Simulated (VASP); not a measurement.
# Te2Mo (C2/m) in VASP: single point with r2SCAN

Aim: the single point of Te2Mo with r2SCAN.

Program: VASP 6.6.1. These are calculated values, not measurements. Logs are shortened: lines on timing, memory, paths and dates and some standing lists are left out, and cuts for length are marked.

## (1) The cell of the first run

It takes space group C2/m (No. 12, monoclinic). The conventional cell has a = 6.172 Å, b = 3.564 Å, c = 15.046 Å, α = 90.00°, β = 101.84°, γ = 90.00°. Within 3.6 Å of Te (site symmetry m) lie 3 Mo at 2.73 Å and 7 Te at 3.56 to 3.58 Å. Within 3.6 Å of Te (site symmetry m) lie 3 Mo at 2.73 Å and 7 Te at 3.56 to 3.58 Å. Mo (site symmetry m) has 6 Te at 2.73 Å and 6 Mo at 3.56 Å within 3.6 Å.

## (2) Single point, r2SCAN (the part above a cut slid along it)

Input file POSCAR:

```
Te2Mo
1.0
   -3.5635452172      0.0000000000      0.0000000000
   -1.7817726086     -3.0861206856      0.0000000000
   -1.7817726086      0.0000000000     14.7262210532
Te Mo
4 2
Direct
    0.0190913558      0.3333333333      0.6284839550
    0.6024246892      0.6666666667      0.1284839550
   -0.1024246892      0.3333333333      0.8715160450
    0.4809086442      0.6666666667      0.3715160450
    0.2083333333      0.3333333333      0.2500000000
    0.2916666667      0.6666666667      0.7500000000
```

Input file INCAR.step1:

```
SYSTEM = Te2Mo
PREC     = Accurate       ! precision mode
ENCUT    = 550            ! plane-wave cutoff, eV
ISMEAR   = 0              ! smearing method
SIGMA    = 0.05           ! smearing width, eV
LREAL    = .FALSE.        ! projectors in reciprocal space
LASPH    = .TRUE.         ! aspherical terms in the spheres
NELM     = 120            ! most SCF steps
ISYM     = 0            
NBANDS   = 35             ! bands
GGA      = PE             ! functional
ALGO     = Normal         ! electronic algorithm
EDIFF    = 1E-5           ! SCF threshold, eV
LWAVE    = .TRUE.         ! write WAVECAR
LCHARG   = .FALSE.        ! write CHGCAR
GGA_COMPAT= .FALSE.
```

Input file INCAR.step2:

```
SYSTEM = Te2Mo
PREC     = Accurate       ! precision mode
ENCUT    = 550            ! plane-wave cutoff, eV
EDIFF    = 1E-6           ! SCF threshold, eV
ISMEAR   = 0              ! smearing method
SIGMA    = 0.05           ! smearing width, eV
LREAL    = .FALSE.        ! projectors in reciprocal space
LASPH    = .TRUE.         ! aspherical terms in the spheres
NELM     = 120            ! most SCF steps
ALGO     = Normal         ! electronic algorithm
ISIF     = 2              ! what is computed and relaxed
LWAVE    = .FALSE.        ! write WAVECAR
LCHARG   = .TRUE.         ! write CHGCAR
METAGGA  = R2SCAN         ! meta-GGA
LMIXTAU  = .TRUE.       
LELF     = .TRUE.         ! ELF
LVHAR    = .TRUE.       
ISYM     = 0            
NBANDS   = 35             ! bands
ISTART   = 1            
GGA_COMPAT= .FALSE.
```

Input file KPOINTS:

```
regular mesh
0
G
  9 9 2
  0 0 0
```

Potentials or basis: VASP PAW PBE potentials, release 64 (Te, Mo_sv).

Started as:

```bash
$ cat potpaw_PBE.64/Te/POTCAR potpaw_PBE.64/Mo_sv/POTCAR > POTCAR
$ cp INCAR.step1 INCAR
$ mpirun -np 1 vasp_std > vasp.out
$ cp INCAR.step2 INCAR
$ mpirun -np 1 vasp_std > vasp.out
```

OUTCAR:

```text
SYSTEM = Te2Mo
   PREC = Accurate
   ENCUT = 550
   EDIFF = 1E-6
   ISMEAR = 0
   LREAL = .FALSE.
   LASPH = .TRUE.
   NELM = 120
   ISIF = 2
   METAGGA = R2SCAN
   ISYM = 0
   ISTART = 1

 ion  position               nearest neighbor table
   1  0.019  0.333  0.628-   6 2.73   6 2.73   6 2.73   3 3.58
   2  0.602  0.667  0.128-   5 2.73   5 2.73   5 2.73   4 3.58
   3  0.898  0.333  0.872-   6 2.73   6 2.73   6 2.73   1 3.58
   4  0.481  0.667  0.372-   5 2.73   5 2.73   5 2.73   2 3.58
   5  0.208  0.333  0.250-   2 2.73   4 2.73   2 2.73   4 2.73   2 2.73   4 2.73
   6  0.292  0.667  0.750-   1 2.73   3 2.73   1 2.73   3 2.73   1 2.73   3 2.73

IMPORTANT INFORMATION: All symmetrisations will be switched off!
NOSYMM: (Re-)initialisation of all symmetry stuff for point group C_1.

----------------------------------------------------------------------------------------

                                     Primitive cell

  volume of cell :     161.9521

  direct lattice vectors                    reciprocal lattice vectors
    -3.563545217  0.000000000  0.000000000    -0.280619422  0.162015699 -0.033953042
    -1.781772609 -3.086120686  0.000000000     0.000000000 -0.324031398  0.000000000
    -1.781772609  0.000000000 14.726221053     0.000000000  0.000000000  0.067906084

  length of vectors
     3.563545217  3.563545217 14.833620601     0.325805396  0.324031398  0.067906084

  position of ions in fractional coordinates (direct lattice)
     0.019091356  0.333333333  0.628483955
     0.602424689  0.666666667  0.128483955
     0.897575311  0.333333333  0.871516045
     0.480908644  0.666666667  0.371516045
     0.208333333  0.333333333  0.250000000
     0.291666667  0.666666667  0.750000000

  ion indices of the primitive-cell ions
   primitive index   ion index
                 1           1
                 2           2
                 3           3
                 4           4
                 5           5
                 6           6

----------------------------------------------------------------------------------------

 KPOINTS: regular mesh

Automatic generation of k-mesh.
 Grid dimensions read from file:
 generate k-points for:    9    9    2

 Generating k-lattice:

  Cartesian coordinates                     Fractional coordinates (reciprocal lattice)
    -0.031179936  0.018001744 -0.003772560     0.111111111 -0.000000000 -0.000000000
     0.000000000 -0.036003489  0.000000000     0.000000000  0.111111111  0.000000000
     0.000000000  0.000000000  0.033953042     0.000000000  0.000000000  0.500000000

  Length of vectors
     0.036200600  0.036003489  0.033953042

  Shift w.r.t. Gamma in fractional coordinates (k-lattice)
     0.000000000  0.000000000  0.000000000

 -----------------------------------------------------------------------------
|                                                                             |
|           W    W    AA    RRRRR   N    N  II  N    N   GGGG   !!!           |
|           W    W   A  A   R    R  NN   N  II  NN   N  G    G  !!!           |
|           W    W  A    A  R    R  N N  N  II  N N  N  G       !!!           |
|           W WW W  AAAAAA  RRRRR   N  N N  II  N  N N  G  GGG   !            |
|           WW  WW  A    A  R   R   N   NN  II  N   NN  G    G                |
|           W    W  A    A  R    R  N    N  II  N    N   GGGG   !!!           |
|                                                                             |
|     Your reciprocal lattice and k-lattice belong to different lattice       |
|     classes:                                                                |
|                                                                             |
|        The reciprocal lattice is body-centered orthorhombic,                |
|        whereas your k-lattice is base-centered monoclinic.                  |
|                                                                             |
|     Results are often still useful ...                                      |
|                                                                             |
 -----------------------------------------------------------------------------

 WARNING: IBZKPT: internal override: KBLOWUP is changed to .FALSE.
      ... skipping the blow-up phase ...

 Subroutine IBZKPT returns following result:
 ===========================================

 Found     82 irreducible k-points:

 Following reciprocal coordinates:
            Coordinates               Weight
  0.000000  0.000000  0.000000      1.000000
  0.111111 -0.000000 -0.000000      2.000000
  0.222222 -0.000000 -0.000000      2.000000
  0.333333 -0.000000 -0.000000      2.000000
  0.444444 -0.000000 -0.000000      2.000000
  0.000000  0.111111  0.000000      2.000000
[... 16 lines left out ...]
 -0.111111  0.222222  0.000000      2.000000
  0.000000  0.333333  0.000000      2.000000
 [... further k-points ...]
   k-points           NKPTS =     82   k-points in BZ     NKDIM =     82   number of bands    NBANDS=     35
   number of dos      NEDOS =    301   number of ions     NIONS =      6
   total plane-waves  NPLWV =  94080
   dimension x,y,z NGX =    28 NGY =   28 NGZ =  120
   dimension x,y,z NGXF=    56 NGYF=   56 NGZF=  240
   ions per type =               4   2
   NGX,Y,Z   is equivalent  to a cutoff of  13.06, 13.06, 13.45 a.u.
   NGXF,Y,Z  is equivalent  to a cutoff of  26.13, 26.13, 26.90 a.u.
 SYSTEM =  Te2Mo
   PREC   = accura    normal or accurate (medium, high low for compatibility)
   ISTART =      1    job   : 0-new  1-cont  2-samecut
   ICHARG =      0    charge: 1-file 2-atom 10-const
   ISPIN  =      1    spin polarized calculation?
   LNONCOLLINEAR =      F non collinear calculations
   LSORBIT =      F    spin-orbit coupling
   LASPH  =      T    aspherical Exc in radial PAW
   ENCUT  =  550.0 eV  40.42 Ry    6.36 a.u.   6.81  6.81 28.37*2*pi/ulx,y,z
   NELM   =    120;   NELMIN=  2; NELMDL=  0     # of ELM steps
   EDIFF  = 0.1E-05   stopping-criterion for ELM
   LREAL  =      F    real-space projection
   EDIFFG = 0.1E-04   stopping-criterion for IOM
   NSW    =      0    number of steps for IOM
   IBRION =     -1    ionic relax: 0-MD 1-quasi-New 2-CG
   NFREE  =      0    steps in history (QN), initial steepest desc. (CG)
   ISIF   =      2    stress and relaxation
   ISYM   =      0    0-nonsym 1-usesym 2-fastsym
   POTIM  = 0.5000    time-step for ionic-motion
   TEBEG  =    0.0;   TEEND  =   0.0 temperature during run
   PSTRESS=    0.0 pullay stress
   NELECT =      52.0000    total number of electrons
   NUPDOWN=      -1.0000    fix difference up-down
   EMIN   =  10.00;   EMAX   =-10.00  energy-range for DOS
   EFERMI =   0.00;   METHOD = LEGACY
   ISMEAR =     0;   SIGMA  =   0.05  broadening in eV -4-tet -1-fermi 0-gaus
   EFERMI_NEDOS =   21; number of points for ismear=-14 and -15
   IALGO  =     38    algorithm
   IMIX   =      4    mixing-type and parameters
     AMIX     =   0.40;   BMIX     =  1.00
     AMIX_MAG =   1.60;   BMIX_MAG =  1.00
  volume/ion in A,a.u.               =      26.99       182.15
  Fermi-wavevector in a.u.,A,eV,Ry     =   1.121021  2.118423 17.098282  1.256688
  Thomas-Fermi vector in A             =   2.257672
   LORBIT       =      0    0 simple, 1 ext, 2 COOP (PROOUT), +10 PAW based schemes
   METAGGA = R2SCAN    functional components
   LHFCALC =     F    Hartree Fock is set to
   AEXX    =    0.0000 exact exchange contribution
   IVDW    =     0    specifies the selected vdW correction
   LEPSILON=     F    determine dielectric tensor
   LRPA    =     F    only Hartree local field effects (RPA)
 non-spin polarized calculation
 Gauss-broadening in eV      SIGMA  =   0.05
  energy-cutoff  :      550.00
  volume of cell :      161.95
 maximum number of plane-waves:      4765
   NGX = 13   NGY = 13   NGZ = 57

 number of electron      52.0000001 magnetization

 Free energy of the ion-electron system (eV)
  ---------------------------------------------------
  ext. energy  EPLUGINS =         0.00000000
  ---------------------------------------------------
  free energy    TOTEN  =      -155.60339912 eV

  energy without entropy =     -155.60339912  energy(sigma->0) =     -155.60339912

 E-fermi :   7.3404     XC(G=0): -10.5187

 val. band max:        6.9970415981   @ k =   0.0000   0.0000   0.0000
 cond. band min:       8.0264879874   @ k =  -0.3333   0.3333   0.0000
 fundamental gap:      1.0294463893
 Fermi energy:         7.3403656820

 k-point     1 :       0.0000    0.0000    0.0000
  band No.  band energies     occupation
      1     -55.7224      2.00000
      2     -55.7223      2.00000
      3     -29.1426      2.00000
      4     -29.1426      2.00000
      5     -29.0531      2.00000
      6     -29.0531      2.00000
[... 27 lines left out ...]
     34      10.4151      0.00000
     35      12.9441      0.00000

 k-point     2 :       0.1111   -0.0000   -0.0000
  band No.  band energies     occupation
      1     -55.7213      2.00000
      2     -55.7213      2.00000
      3     -29.1393      2.00000
      4     -29.1393      2.00000
      5     -29.0676      2.00000
      6     -29.0676      2.00000
[... 27 lines left out ...]
     34      10.2519      0.00000
     35      13.4404      0.00000

 k-point     3 :       0.2222   -0.0000   -0.0000
  band No.  band energies     occupation
      1     -55.7185      2.00000
      2     -55.7185      2.00000
      3     -29.1309      2.00000
      4     -29.1309      2.00000
      5     -29.1046      2.00000
      6     -29.1046      2.00000
[... 27 lines left out ...]
     34      10.5429      0.00000
     35      13.5826      0.00000
[... 723 lines left out ...]
 k-point    23 :      -0.1111    0.2222    0.0000
  band No.  band energies     occupation
      1     -55.7164      2.00000
      2     -55.7164      2.00000
      3     -29.1291      2.00000
      4     -29.1291      2.00000
      5     -29.1235      2.00000
      6     -29.1235      2.00000
[... 27 lines left out ...]
     34      10.8252      0.00000
     35      13.5309      0.00000

 k-point    24 :       0.0000    0.3333    0.0000
  band No.  band energies     occupation
      1     -55.7154      2.00000
      2     -55.7153      2.00000
      3     -29.1462      2.00000
      4     -29.1461      2.00000
      5     -29.1211      2.00000
      6     -29.1210      2.00000
[... 27 lines left out ...]
     34      10.6732      0.00000
     35      12.4102      0.00000

 [... further k-points ...]
[... 5 lines left out ...]
  --------------------------------------------------------------------------------------
  -------------------------------------------------------------------------------------
  Total        0.0681700      0.2281330      0.8220531     -0.0001704     -0.3387311     -0.0002437
  in kB        0.6743994      2.2568992      8.1324981     -0.0016857     -3.3510367     -0.0024111
  external PRESSURE =       3.6879322 kB  Pullay stress =       0.0000000 kB

 VOLUME and BASIS-vectors are now :
 -----------------------------------------------------------------------------
  energy-cutoff  :      550.00
  volume of cell :      161.95
      direct lattice vectors                 reciprocal lattice vectors
    -3.563545217  0.000000000  0.000000000    -0.280619422  0.162015699 -0.033953042
    -1.781772609 -3.086120686  0.000000000     0.000000000 -0.324031398  0.000000000
    -1.781772609  0.000000000 14.726221053     0.000000000  0.000000000  0.067906084

 POSITION                                       TOTAL-FORCE (eV/Angst)
 -----------------------------------------------------------------------------------
     -1.78177     -1.02871      9.25519        -0.000158     -0.000095     -0.029783
     -3.56355     -2.05741      1.89208        -0.000133     -0.060452      0.105710
     -5.34532     -1.02871     12.83414         0.000133      0.060452     -0.105722
     -3.56355     -2.05741      5.47103         0.000158      0.000094      0.029796
     -1.78177     -1.02871      3.68156        -0.000033     -0.015598      0.014753
     -3.56355     -2.05741     11.04467         0.000033      0.015598     -0.014753
 -----------------------------------------------------------------------------------
    total drift:                               -0.000000      0.000000      0.000000

  FREE ENERGIE OF THE ION-ELECTRON SYSTEM (eV)
  ---------------------------------------------------
  free  energy   TOTEN  =      -155.6033991158 eV

  energy  without entropy=     -155.6033991158  energy(sigma->0) =     -155.60339912
```

Run time: 50 min. Hardware: 1 thread of Oxide Virtual Turin-like, shared host; peak memory 0.57 GiB.

Results:

| Item | Value |
| --- | --- |
| Free energy | -155.6034 eV |
| Pressure | 0.4 GPa |
| Largest force | 0.122 eV/Å |
| Band gap on the k mesh | 1.03 eV (least direct gap 1.08 eV) |

Forces on the atoms (eV/Å):
```
Te   0.000  0.000 -0.030
Te   0.000 -0.060  0.106
Te   0.000  0.060 -0.106
Te   0.000  0.000  0.030
Mo   0.000 -0.016  0.015
Mo   0.000  0.016 -0.015
```

Caveat: the cell differs from its parent crystal (the part above a cut slid along it); the PAW data sets were made with another functional, which shifts forces and pressure a little; spin-orbit coupling is left out, which moves the levels of the heavy elements. A k mesh can miss the band edges.
